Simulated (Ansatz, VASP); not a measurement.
**Re: VASP beside Ansatz**

```
CELL_PARAMETERS angstrom
0.00000 1.95740 1.95740
1.95740 0.00000 1.95740
1.95740 1.95740 0.00000
ATOMIC_POSITIONS crystal
Re 0.00000 0.00000 0.00000
```

Alike in both runs: task single point; functional PBE; k mesh 4 × 4 × 4; occupations fermi-dirac, width 0.15 eV; non-collinear spin, spin-orbit coupling.

```csv
,VASP,Ansatz
version,VASP 6.6.1,Ansatz 0.2.0 development build
potentials or method,"VASP PAW PBE potentials, release 64 (Re)","plane waves, PAW datasets (hand-made set)"
plane-wave cutoff (eV),520,560
valence electrons in the cell,7,29
```

|  | VASP | Ansatz | Ansatz less VASP |
| --- | --- | --- | --- |
| net moment per atom (μB) | 0.00 | 0.00 | 0.000 |

VASP's potentials hold 7 valence electrons a cell and Ansatz's 29, so a difference there can come from the potentials and not from the codes.

The k mesh is coarse, so the values compare programs but aren't converged.
